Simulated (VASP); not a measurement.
# SiNi3 (P4/mmm) in VASP: a series of runs

SiNi3 is run at these levels: PBE; tasks: single point.

All numbers are computed with VASP 6.6.1; they aren't measurements. Logs are shortened: lines on timing, memory, paths and dates and some standing lists are left out, and cuts for length are marked.

## (1) The cell of the first run

Symmetry: P4/mmm, No. 123, tetragonal system. Conventional cell: a = 3.454 Å, b = 3.454 Å, c = 3.559 Å, α = 90.00°, β = 90.00°, γ = 90.00°. Within 3.2 Å of Si (site symmetry 4/mmm) lie 12 Ni at 2.44 to 2.48 Å. Within 3.2 Å of Ni (site symmetry mmm) lie 8 Ni at 2.44 to 2.48 Å and 4 Si at 2.48 Å. Ni (site symmetry 4/mmm) has 4 Si at 2.44 Å and 8 Ni at 2.48 Å within 3.2 Å.

## (2) Single point, PBE (biaxial strain in the a-b plane: -1.5 %, then relaxed in part)

The input, INCAR:

```
SYSTEM = SiNi3
ALGO = Fast
EDIFF = 1E-6
ENCUT = 520
GGA = PE
ISIF = 2
ISMEAR = 0
LASPH = .TRUE.
LCHARG = .TRUE.
LELF = .TRUE.
LREAL = .FALSE.
LVHAR = .TRUE.
LWAVE = .FALSE.
NBANDS = 25
NELM = 80
PREC = Accurate
SIGMA = 0.1
```

The input, KPOINTS:

```
k-points
0
G
  14 14 14
  0 0 0
```

The input, POSCAR:

```
SiNi3
1.0
    3.4536657535      0.0000000000      0.0000000000
    0.0000000000      3.4536657535      0.0000000000
    0.0000000000      0.0000000000      3.5592263056
Si Ni
1 3
Direct
    0.0000000000      0.0000000000      0.0000000000
    0.0000000000      0.5000000000      0.5000000000
    0.5000000000      0.0000000000      0.5000000000
    0.5000000000      0.5000000000      0.0000000000
```

Potentials or basis: VASP PAW PBE potentials, release 64 (Si, Ni).

Started as:

```
> cat potpaw_PBE.64/Si/POTCAR potpaw_PBE.64/Ni/POTCAR > POTCAR
> mpirun -np 1 vasp_std > vasp.out
```

OUTCAR:

```text
SYSTEM = SiNi3
   EDIFF = 1E-6
   ENCUT = 520
   GGA = PE
   ISIF = 2
   ISMEAR = 0
   LASPH = .TRUE.
   LREAL = .FALSE.
   NELM = 80
   PREC = Accurate

 ion  position               nearest neighbor table
   1  0.000  0.000  0.000-   4 2.44   4 2.44   4 2.44   4 2.44   3 2.48   2 2.48   3 2.48   2 2.48
                             3 2.48   2 2.48   3 2.48   2 2.48
   2  0.000  0.500  0.500-   3 2.44   3 2.44   3 2.44   3 2.44   4 2.48   1 2.48   1 2.48   1 2.48
                             4 2.48   4 2.48   4 2.48   1 2.48
   3  0.500  0.000  0.500-   2 2.44   2 2.44   2 2.44   2 2.44   4 2.48   1 2.48   4 2.48   4 2.48
                             1 2.48   4 2.48   1 2.48   1 2.48
   4  0.500  0.500  0.000-   1 2.44   1 2.44   1 2.44   1 2.44   3 2.48   2 2.48   3 2.48   3 2.48
                             3 2.48   2 2.48   2 2.48   2 2.48

  LATTYP: Found a simple tetragonal cell.
 ALAT       =     3.4536657535
 C/A-ratio  =     1.0305647853

  Lattice vectors:

 A1 = (   3.4536657535,   0.0000000000,   0.0000000000)
 A2 = (   0.0000000000,   3.4536657535,   0.0000000000)
 A3 = (   0.0000000000,   0.0000000000,   3.5592263056)

Analysis of symmetry for initial positions (statically):
=====================================================================
 Subroutine PRICEL returns:
 Original cell was already a primitive cell.

 Routine SETGRP: Setting up the symmetry group for a
 simple tetragonal supercell.

 Subroutine GETGRP returns: Found 16 space group operations
 (whereof 16 operations were pure point group operations)
 out of a pool of 16 trial point group operations.

The static configuration has the point symmetry D_4h.

Analysis of symmetry for dynamics (positions and initial velocities):
=====================================================================
 Subroutine PRICEL returns:
 Original cell was already a primitive cell.

 Routine SETGRP: Setting up the symmetry group for a
 simple tetragonal supercell.

 Subroutine GETGRP returns: Found 16 space group operations
 (whereof 16 operations were pure point group operations)
 out of a pool of 16 trial point group operations.

The dynamic configuration has the point symmetry D_4h.

 Subroutine INISYM returns: Found 16 space group operations
 (whereof 16 operations are pure point group operations),
 and found     1 'primitive' translations

----------------------------------------------------------------------------------------

                                     Primitive cell

[... 95 lines left out ...]
   LREAL  =      F    real-space projection
   EDIFFG = 0.1E-04   stopping-criterion for IOM
   NSW    =      0    number of steps for IOM
   IBRION =     -1    ionic relax: 0-MD 1-quasi-New 2-CG
   NFREE  =      0    steps in history (QN), initial steepest desc. (CG)
   ISIF   =      2    stress and relaxation
   ISYM   =      2    0-nonsym 1-usesym 2-fastsym
   POTIM  = 0.5000    time-step for ionic-motion
   TEBEG  =    0.0;   TEEND  =   0.0 temperature during run
   PSTRESS=    0.0 pullay stress
   NELECT =      34.0000    total number of electrons
   NUPDOWN=      -1.0000    fix difference up-down
   EMIN   =  10.00;   EMAX   =-10.00  energy-range for DOS
   EFERMI =   0.00;   METHOD = LEGACY
   ISMEAR =     0;   SIGMA  =   0.10  broadening in eV -4-tet -1-fermi 0-gaus
   EFERMI_NEDOS =   21; number of points for ismear=-14 and -15
   IALGO  =     68    algorithm
   IMIX   =      4    mixing-type and parameters
     AMIX     =   0.40;   BMIX     =  1.00
     AMIX_MAG =   1.60;   BMIX_MAG =  1.00
  volume/ion in A,a.u.               =      10.61        71.62
  Fermi-wavevector in a.u.,A,eV,Ry     =   1.520299  2.872949 31.447277  2.311310
  Thomas-Fermi vector in A             =   2.629169
   LORBIT       =      0    0 simple, 1 ext, 2 COOP (PROOUT), +10 PAW based schemes
   GGA     = PE    functional components
   LHFCALC =     F    Hartree Fock is set to
   AEXX    =    0.0000 exact exchange contribution
   IVDW    =     0    specifies the selected vdW correction
   LEPSILON=     F    determine dielectric tensor
   LRPA    =     F    only Hartree local field effects (RPA)
 non-spin polarized calculation
 RMM-DIIS sequential band-by-band and
 Gauss-broadening in eV      SIGMA  =   0.10
  energy-cutoff  :      520.00
  volume of cell :       42.45
 maximum number of plane-waves:      1173
 NGX is ok and might be reduce to    28
   NGX = 13   NGY = 13   NGZ = 13

 number of electron      34.0000001 magnetization

 Free energy of the ion-electron system (eV)
  ---------------------------------------------------
  ext. energy  EPLUGINS =         0.00000000
  ---------------------------------------------------
  free energy    TOTEN  =       -23.66593948 eV

  energy without entropy =      -23.65684275  energy(sigma->0) =      -23.66139111

 E-fermi :  10.8865     XC(G=0): -13.1811

 val. band max:       10.8817411821   @ k =   0.0714   0.0714   0.1429
 cond. band min:      10.8906044257   @ k =   0.0714   0.0714   0.2143
 fundamental gap:      0.0088632436
 Fermi energy:        10.8865386729

 k-point     1 :       0.0000    0.0000    0.0000
  band No.  band energies     occupation
      1      -1.1646      2.00000
      2       5.9151      2.00000
      3       6.7255      2.00000
      4       6.7623      2.00000
      5       7.2684      2.00000
      6       7.2684      2.00000
[... 661 lines left out ...]
     24      20.2576      0.00000
     25      21.0505      0.00000

 [... further k-points ...]

------------------------ aborting loop because EDIFF is reached ----------------------------------------

  FORCE on cell =-STRESS in cart. coord.  units (eV):
  Direction    XX          YY          ZZ          XY          YZ          ZX
  --------------------------------------------------------------------------------------
  -------------------------------------------------------------------------------------
  Total        1.3815837      1.3815837      0.0304264      0.0000000      0.0000000      0.0000000
  in kB       52.1400661     52.1400661      1.1482728      0.0000000      0.0000000      0.0000000
  external PRESSURE =      35.1428016 kB  Pullay stress =       0.0000000 kB

 VOLUME and BASIS-vectors are now :
 -----------------------------------------------------------------------------
  energy-cutoff  :      520.00
  volume of cell :       42.45
      direct lattice vectors                 reciprocal lattice vectors
     3.453665754  0.000000000  0.000000000     0.289547418  0.000000000  0.000000000
     0.000000000  3.453665754  0.000000000     0.000000000  0.289547418  0.000000000
     0.000000000  0.000000000  3.559226306     0.000000000  0.000000000  0.280959937

 POSITION                                       TOTAL-FORCE (eV/Angst)
 -----------------------------------------------------------------------------------
      0.00000      0.00000      0.00000         0.000000      0.000000      0.000000
      0.00000      1.72683      1.77961         0.000000      0.000000      0.000000
      1.72683      0.00000      1.77961         0.000000      0.000000      0.000000
      1.72683      1.72683      0.00000         0.000000      0.000000      0.000000
 -----------------------------------------------------------------------------------
    total drift:                                0.000000      0.000000      0.000000

  FREE ENERGIE OF THE ION-ELECTRON SYSTEM (eV)
  ---------------------------------------------------
  free  energy   TOTEN  =       -23.6659394756 eV

  energy  without entropy=      -23.6568427480  energy(sigma->0) =      -23.66139111
```

OSZICAR:

```text
N       E                     dE             d eps       ncg     rms          rms(c)
DAV:   1     0.200446764578E+03    0.20045E+03   -0.15353E+04 14536   0.182E+03
DAV:   2    -0.165584600169E+02   -0.21701E+03   -0.20455E+03 14408   0.330E+02
DAV:   3    -0.272178341839E+02   -0.10659E+02   -0.10263E+02 16408   0.962E+01
DAV:   4    -0.274007556471E+02   -0.18292E+00   -0.18253E+00 16381   0.113E+01
DAV:   5    -0.274063415399E+02   -0.55859E-02   -0.55851E-02 17753   0.185E+00    0.198E+01
RMM:   6    -0.271452631479E+02    0.26108E+00   -0.34327E+01 15847   0.668E+01    0.178E+01
RMM:   7    -0.237713368266E+02    0.33739E+01   -0.94339E+00 14774   0.365E+01    0.436E+00
RMM:   8    -0.236707520225E+02    0.10058E+00   -0.12817E-01 15710   0.308E+00    0.817E-01
RMM:   9    -0.236752029554E+02   -0.44509E-02   -0.40189E-02 16275   0.180E+00    0.118E+00
RMM:  10    -0.236665620871E+02    0.86409E-02   -0.16167E-02 16941   0.125E+00    0.397E-01
RMM:  11    -0.236660823782E+02    0.47971E-03   -0.43672E-03 18282   0.420E-01    0.213E-01
RMM:  12    -0.236659922436E+02    0.90135E-04   -0.11840E-03 17059   0.375E-01    0.112E-01
RMM:  13    -0.236659247706E+02    0.67473E-04   -0.53116E-04 17707   0.210E-01    0.350E-02
RMM:  14    -0.236659387402E+02   -0.13970E-04   -0.22667E-04 20196   0.914E-02    0.134E-02
RMM:  15    -0.236659390261E+02   -0.28594E-06   -0.17936E-05 18661   0.305E-02    0.107E-02
RMM:  16    -0.236659394756E+02   -0.44942E-06   -0.36763E-06 11658   0.113E-02
   1 F= -.23665939E+02 E0= -.23661391E+02  d E =-.909673E-02
```

It took 2.4 min on 1 thread of Intel Xeon 6975P-C (Granite Rapids), shared host; peak memory 0.34 GiB.

What came out:

| Property | Result |
| --- | --- |
| Free energy | -23.6659 eV |
| Pressure | 3.5 GPa |
| Band gap on the k mesh | zero (bands 17 and 18 overlap by 0.34 eV) |

Caveat: the cell differs from its parent crystal (biaxial strain in the a-b plane: -1.5 %, then relaxed in part); the stress differs along the axes, from 0 to 5 GPa. Spin polarisation is off, so any magnetic state and its effect on volume and gap are missing.

## (3) Single point, PBE (biaxial strain in the a-b plane: +1.5 %, then relaxed in part)

The input, INCAR:

```
SYSTEM = SiNi3
ALGO     = Fast           ! electronic algorithm
EDIFF    = 1E-6           ! SCF threshold, eV
ENCUT    = 520            ! plane-wave cutoff, eV
GGA      = PE             ! functional
ISIF     = 2              ! what is computed and relaxed
ISMEAR   = 0              ! smearing method
LASPH    = .TRUE.         ! aspherical terms in the spheres
LCHARG   = .TRUE.         ! write CHGCAR
LELF     = .TRUE.         ! ELF
LREAL    = .FALSE.        ! projectors in reciprocal space
LVHAR    = .TRUE.       
LWAVE    = .FALSE.        ! write WAVECAR
NBANDS   = 25             ! bands
NELM     = 80             ! most SCF steps
PREC     = Accurate       ! precision mode
SIGMA    = 0.1            ! smearing width, eV
```

KPOINTS is that of step 2.

The input, POSCAR:

```
SiNi3
1.0
    3.5588535429      0.0000000000      0.0000000000
    0.0000000000      3.5588535429      0.0000000000
    0.0000000000      0.0000000000      3.4519696577
Si Ni
1 3
Direct
    0.0000000000      0.0000000000      0.0000000000
    0.0000000000      0.5000000000      0.5000000000
    0.5000000000      0.0000000000      0.5000000000
    0.5000000000      0.5000000000      0.0000000000
```

Potentials or basis: VASP PAW PBE potentials, release 64 (Si, Ni).

Started as:

```
> cat potpaw_PBE.64/Si/POTCAR potpaw_PBE.64/Ni/POTCAR > POTCAR
> mpirun -np 1 vasp_std > vasp.out
```

Wall time 2.5 min (1 thread of Intel Xeon 6975P-C (Granite Rapids), shared host); peak memory 0.35 GiB.

The run converged. Its results:

```yaml
Free_energy: -23.6685 eV
Pressure: -2.8 GPa
Band_gap_on_the_k_mesh: zero (bands 17 and 18 overlap by 0.30 eV)
```

Stress tensor (GPa, compression positive):
```
-4.19  0.00  0.00
 0.00 -4.19  0.00
 0.00  0.00  0.00
```

Levels at points of the mesh, in eV from the Fermi level:
```csv
k point,band 15,band 16,band 17,band 18,band 19,band 20
"(0.00, 0.00, 0.00)",-0.48,-0.30,-0.06,0.07,0.07,4.64
"(0.50, 0.00, 0.00)",-1.13,-0.52,0.07,3.31,3.70,5.04
"(0.50, 0.50, 0.00)",-1.15,-0.99,-0.98,0.56,0.56,5.64
"(0.00, 0.00, 0.50)",-1.11,-0.62,-0.06,3.63,3.63,4.94
"(0.50, 0.00, 0.50)",-1.06,-0.99,-0.90,0.66,0.67,5.43
"(0.50, 0.50, 0.50)",-1.14,-0.36,-0.23,-0.23,-0.16,1.14
```

Caveat: the cell differs from its parent crystal (biaxial strain in the a-b plane: +1.5 %, then relaxed in part). Spin polarisation is off, so any magnetic state and its effect on volume and gap are missing.
